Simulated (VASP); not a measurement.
# Ti (Im-3m) in VASP: notebook

Ti is run at these levels: PBEsol; tasks: single point.

Everything below comes from runs of VASP 6.6.1. Logs are shortened: lines on timing, memory, paths and dates and some standing lists are left out, and cuts for length are marked.

**1. The cell of the first run**

Symmetry: Im-3m, No. 229, cubic system. Conventional cell: a = 3.282 Å, b = 3.282 Å, c = 3.282 Å, α = 90.00°, β = 90.00°, γ = 90.00°. Within 3.7 Å of Ti (site symmetry m-3m) lie 14 Ti at 2.84 to 3.28 Å.

**2. Single point, PBEsol**

Input file INCAR:

```
SYSTEM = Ti
ALGO = Normal ; EDIFF = 1E-7
ENCUT = 520 ; GGA = PS
ISIF = 2 ; ISMEAR = 1
LASPH = .TRUE. ; LCHARG = .TRUE.
LELF = .TRUE. ; LREAL = .FALSE.
LVHAR = .TRUE. ; LWAVE = .FALSE.
NBANDS = 12 ; NELM = 60
PREC = Accurate ; SIGMA = 0.1
```

Input file KPOINTS:

```
k-points
0
G
  10 10 10
  0 0 0
```

Input file POSCAR:

```
Ti
1.0
    2.8422950000      0.0000000000      0.0000000000
   -0.9474316370      2.6797414353      0.0000000000
   -0.9474316370     -1.3398706547      2.3207241949
Ti
1
Direct
    0.0000000000      0.0000000000      0.0000000000
```

Potentials or basis: VASP PAW PBE potentials, release 64 (Ti_sv).

On the command line:

```
> cat potpaw_PBE.64/Ti_sv/POTCAR > POTCAR
> mpirun -np 1 vasp_std > vasp.out
```

OUTCAR:

```text
SYSTEM = Ti
   EDIFF = 1E-7
   ENCUT = 520
   GGA = PS
   ISIF = 2
   ISMEAR = 1
   LASPH = .TRUE.
   LREAL = .FALSE.
   NELM = 60
   PREC = Accurate

 ion  position               nearest neighbor table
   1  0.000  0.000  0.000-

  LATTYP: Found a body centered cubic cell.
 ALAT       =     3.2819995667

  Lattice vectors:

 A1 = (   2.8422950000,   0.0000000000,   0.0000000000)
 A2 = (  -0.9474316370,   2.6797414353,   0.0000000000)
 A3 = (  -0.9474316370,  -1.3398706547,   2.3207241949)

Analysis of symmetry for initial positions (statically):
=====================================================================
 Subroutine PRICEL returns:
 Original cell was already a primitive cell.

 Routine SETGRP: Setting up the symmetry group for a
 body centered cubic supercell.

 Subroutine GETGRP returns: Found 48 space group operations
 (whereof 48 operations were pure point group operations)
 out of a pool of 48 trial point group operations.

The static configuration has the point symmetry O_h .

Analysis of symmetry for dynamics (positions and initial velocities):
=====================================================================
 Subroutine PRICEL returns:
 Original cell was already a primitive cell.

 Routine SETGRP: Setting up the symmetry group for a
 body centered cubic supercell.

 Subroutine GETGRP returns: Found 48 space group operations
 (whereof 48 operations were pure point group operations)
 out of a pool of 48 trial point group operations.

The dynamic configuration has the point symmetry O_h .

 Subroutine INISYM returns: Found 48 space group operations
 (whereof 48 operations are pure point group operations),
 and found     1 'primitive' translations

----------------------------------------------------------------------------------------

                                     Primitive cell

  volume of cell :      17.6761

  direct lattice vectors                    reciprocal lattice vectors
     2.842295000  0.000000000  0.000000000     0.351828364  0.124390107  0.215449978
    -0.947431637  2.679741435  0.000000000     0.000000000  0.373170332  0.215449978
    -0.947431637 -1.339870655  2.320724195     0.000000000  0.000000000  0.430899976

  length of vectors
     2.842295000  2.842295000  2.842295000     0.430899976  0.430899976  0.430899976

  position of ions in fractional coordinates (direct lattice)
     0.000000000  0.000000000  0.000000000

  ion indices of the primitive-cell ions
   primitive index   ion index
                 1           1

----------------------------------------------------------------------------------------

 KPOINTS: k-points

Automatic generation of k-mesh.
 Grid dimensions read from file:
 generate k-points for:   10   10   10

 Generating k-lattice:

  Cartesian coordinates                     Fractional coordinates (reciprocal lattice)
     0.035182836  0.012439011  0.021544998     0.100000000  0.000000000 -0.000000000
     0.000000000  0.037317033  0.021544998     0.000000000  0.100000000  0.000000000
     0.000000000  0.000000000  0.043089998     0.000000000  0.000000000  0.100000000

  Length of vectors
     0.043089998  0.043089998  0.043089998

  Shift w.r.t. Gamma in fractional coordinates (k-lattice)
     0.000000000  0.000000000  0.000000000

 Subroutine IBZKPT returns following result:
 ===========================================

 Found     47 irreducible k-points:

 Following reciprocal coordinates:
            Coordinates               Weight
  0.000000  0.000000  0.000000      1.000000
  0.100000 -0.000000  0.000000     12.000000
  0.200000 -0.000000  0.000000     12.000000
  0.300000  0.000000  0.000000     12.000000
  0.400000 -0.000000  0.000000     12.000000
  0.500000  0.000000  0.000000      6.000000
[... 16 lines left out ...]
  0.300000  0.300000  0.100000      8.000000
 -0.300000  0.300000  0.100000     24.000000
 [... further k-points ...]
   k-points           NKPTS =     47   k-points in BZ     NKDIM =     47   number of bands    NBANDS=     12
   number of dos      NEDOS =    301   number of ions     NIONS =      1
   total plane-waves  NPLWV =  13824
   dimension x,y,z NGX =    24 NGY =   24 NGZ =   24
   dimension x,y,z NGXF=    48 NGYF=   48 NGZF=   48
   ions per type =               1
   NGX,Y,Z   is equivalent  to a cutoff of  14.04, 14.04, 14.04 a.u.
   NGXF,Y,Z  is equivalent  to a cutoff of  28.08, 28.08, 28.08 a.u.
 SYSTEM =  Ti
   PREC   = accura    normal or accurate (medium, high low for compatibility)
   ISTART =      0    job   : 0-new  1-cont  2-samecut
   ICHARG =      2    charge: 1-file 2-atom 10-const
   ISPIN  =      1    spin polarized calculation?
   LNONCOLLINEAR =      F non collinear calculations
   LSORBIT =      F    spin-orbit coupling
   LASPH  =      T    aspherical Exc in radial PAW
   ENCUT  =  520.0 eV  38.22 Ry    6.18 a.u.   5.28  5.28  5.28*2*pi/ulx,y,z
   NELM   =     60;   NELMIN=  2; NELMDL= -5     # of ELM steps
   EDIFF  = 0.1E-06   stopping-criterion for ELM
   LREAL  =      F    real-space projection
   EDIFFG = 0.1E-05   stopping-criterion for IOM
   NSW    =      0    number of steps for IOM
   IBRION =     -1    ionic relax: 0-MD 1-quasi-New 2-CG
   NFREE  =      0    steps in history (QN), initial steepest desc. (CG)
   ISIF   =      2    stress and relaxation
   ISYM   =      2    0-nonsym 1-usesym 2-fastsym
   POTIM  = 0.5000    time-step for ionic-motion
   TEBEG  =    0.0;   TEEND  =   0.0 temperature during run
   PSTRESS=    0.0 pullay stress
   NELECT =      12.0000    total number of electrons
   NUPDOWN=      -1.0000    fix difference up-down
   EMIN   =  10.00;   EMAX   =-10.00  energy-range for DOS
   EFERMI =   0.00;   METHOD = LEGACY
   ISMEAR =     1;   SIGMA  =   0.10  broadening in eV -4-tet -1-fermi 0-gaus
   EFERMI_NEDOS =   21; number of points for ismear=-14 and -15
   IALGO  =     38    algorithm
   IMIX   =      4    mixing-type and parameters
     AMIX     =   0.40;   BMIX     =  1.00
     AMIX_MAG =   1.60;   BMIX_MAG =  1.00
  volume/ion in A,a.u.               =      17.68       119.28
  Fermi-wavevector in a.u.,A,eV,Ry     =   1.438821  2.718977 28.166855  2.070205
  Thomas-Fermi vector in A             =   2.557745
   LORBIT       =      0    0 simple, 1 ext, 2 COOP (PROOUT), +10 PAW based schemes
   GGA     = PS    functional components
   LHFCALC =     F    Hartree Fock is set to
   AEXX    =    0.0000 exact exchange contribution
   IVDW    =     0    specifies the selected vdW correction
   LEPSILON=     F    determine dielectric tensor
   LRPA    =     F    only Hartree local field effects (RPA)
 non-spin polarized calculation
 Methfessel and Paxton  Order N= 1 SIGMA  =   0.10
  energy-cutoff  :      520.00
  volume of cell :       17.68
 maximum number of plane-waves:       490
 NGX is ok and might be reduce to    24
   NGX = 11   NGY = 11   NGZ = 11

 number of electron      12.0000001 magnetization

 Free energy of the ion-electron system (eV)
  ---------------------------------------------------
  ext. energy  EPLUGINS =         0.00000000
  ---------------------------------------------------
  free energy    TOTEN  =        -8.21074403 eV

  energy without entropy =       -8.21066787  energy(sigma->0) =       -8.21071864

 E-fermi :   7.7800     XC(G=0): -11.5482

 val. band max:        7.7745221522   @ k =   0.3000   0.2000  -0.0000
 cond. band min:       7.7927589856   @ k =   0.3000   0.1000   0.1000
 fundamental gap:      0.0182368334
 Fermi energy:         7.7800244085

 k-point     1 :       0.0000    0.0000    0.0000
  band No.  band energies     occupation
      1     -48.5557      2.00000
      2     -24.5261      2.00000
      3     -24.5261      2.00000
      4     -24.5261      2.00000
      5       1.8625      2.00000
      6       8.7445     -0.00000
      7       8.7445     -0.00000
      8       8.7445     -0.00000
      9      10.4783      0.00000
     10      10.4783      0.00000
     11      25.0725      0.00000
     12      25.0725      0.00000

 k-point     2 :       0.1000   -0.0000    0.0000
  band No.  band energies     occupation
      1     -48.5439      2.00000
      2     -24.5900      2.00000
      3     -24.5459      2.00000
      4     -24.5265      2.00000
      5       2.1963      2.00000
      6       8.5960     -0.00000
      7       8.6935     -0.00000
      8       8.9865     -0.00000
      9      10.3208      0.00000
     10      10.4884      0.00000
     11      24.5064      0.00000
     12      24.9846      0.00000

 k-point     3 :       0.2000   -0.0000    0.0000
  band No.  band energies     occupation
      1     -48.5129      2.00000
      2     -24.7548      2.00000
      3     -24.5973      2.00000
      4     -24.5274      2.00000
      5       3.1187      2.00000
      6       8.2297     -0.00000
      7       8.4231     -0.00000
      8       9.6665     -0.00000
      9      10.1628      0.00000
     10      10.5341      0.00000
     11      22.6692      0.00000
     12      24.1286      0.00000

 k-point     4 :       0.3000    0.0000    0.0000
  band No.  band energies     occupation
      1     -48.4744      2.00000
      2     -24.9537      2.00000
      3     -24.6603      2.00000
      4     -24.5287      2.00000
      5       4.3312      2.00000
      6       7.8145      0.45284
      7       8.0951     -0.00008
      8      10.2734      0.00000
      9      10.6298      0.00000
     10      10.6320      0.00000
     11      19.9929      0.00000
     12      22.6665      0.00000

 k-point     5 :       0.4000   -0.0000    0.0000
  band No.  band energies     occupation
      1     -48.4429      2.00000
      2     -25.1110      2.00000
      3     -24.7107      2.00000
      4     -24.5297      2.00000
      5       5.1732      2.00000
      6       7.5038      2.00066
      7       8.3800     -0.00000
      8      10.4334      0.00000
      9      10.7496      0.00000
     10      11.5605      0.00000
     11      17.4927      0.00000
     12      21.5047      0.00000
[... 228 lines left out ...]
      1     -48.4257      2.00000
      2     -25.0356      2.00000
      3     -24.8114      2.00000
      4     -24.6418      2.00000
      5       6.4693      2.00000
      6       7.1744      2.00000
      7       7.5986      2.02778
      8      10.6684      0.00000
      9      10.8350      0.00000
     10      13.9855      0.00000
     11      16.6862      0.00000
     12      18.3665      0.00000

 k-point    22 :      -0.2000    0.2000    0.1000
  band No.  band energies     occupation
      1     -48.5023      2.00000
      2     -24.7556      2.00000
      3     -24.6184      2.00000
      4     -24.5766      2.00000
      5       3.4135      2.00000
      6       8.4372     -0.00000
      7       8.4944     -0.00000
      8       9.5824     -0.00000
      9       9.5983     -0.00000
     10      10.8205      0.00000
     11      22.7880      0.00000
     12      24.1168      0.00000

 k-point    23 :       0.3000    0.3000    0.1000
  band No.  band energies     occupation
      1     -48.4210      2.00000
      2     -24.9313      2.00000
      3     -24.9313      2.00000
      4     -24.6614      2.00000
      5       6.8054      2.00000
      6       7.3049      2.00000
      7       7.3049      2.00000
      8      10.7877      0.00000
      9      10.7877      0.00000
     10      15.7656      0.00000
     11      15.7656      0.00000
     12      16.7030      0.00000

 k-point    24 :      -0.3000    0.3000    0.1000
  band No.  band energies     occupation
      1     -48.4648      2.00000
      2     -24.9445      2.00000
      3     -24.6825      2.00000
      4     -24.5756      2.00000
      5       4.5899      2.00000
      6       8.0015     -0.00752
      7       8.0564     -0.00066
      8       9.8026      0.00000
      9      10.5671      0.00000
     10      10.9404      0.00000
     11      20.1730      0.00000
     12      22.6944      0.00000

 [... further k-points ...]
[... 5 lines left out ...]
  --------------------------------------------------------------------------------------
  -------------------------------------------------------------------------------------
  Total       -0.7830698     -0.7830698     -0.7830698     -0.0000000     -0.0000000     -0.0000000
  in kB      -70.9782802    -70.9782808    -70.9782830     -0.0000008     -0.0000019     -0.0000014
  external PRESSURE =     -70.9782813 kB  Pullay stress =       0.0000000 kB

 VOLUME and BASIS-vectors are now :
 -----------------------------------------------------------------------------
  energy-cutoff  :      520.00
  volume of cell :       17.68
      direct lattice vectors                 reciprocal lattice vectors
     2.842295000  0.000000000  0.000000000     0.351828364  0.124390107  0.215449978
    -0.947431637  2.679741435  0.000000000     0.000000000  0.373170332  0.215449978
    -0.947431637 -1.339870655  2.320724195     0.000000000  0.000000000  0.430899976

 POSITION                                       TOTAL-FORCE (eV/Angst)
 -----------------------------------------------------------------------------------
      0.00000      0.00000      0.00000        -0.000000     -0.000000      0.000000
 -----------------------------------------------------------------------------------
    total drift:                                0.000000      0.000000      0.000000

  FREE ENERGIE OF THE ION-ELECTRON SYSTEM (eV)
  ---------------------------------------------------
  free  energy   TOTEN  =        -8.2107440322 eV

  energy  without entropy=       -8.2106678668  energy(sigma->0) =       -8.21071864
```

It took 8.1 s on 1 thread of Intel Xeon 6975P-C, shared host; peak memory 0.14 GiB.

What came out:

```yaml
Free_energy: -8.2107 eV
Pressure: -7.1 GPa
Band_gap_on_the_k_mesh: zero (band 6 reaches 8.74 eV, above the bottom of band 7 at 7.13 eV)
```

Caveat: the PAW data sets were made with another functional, which shifts forces and pressure a little.

(Part 1 of 2 ends here.)
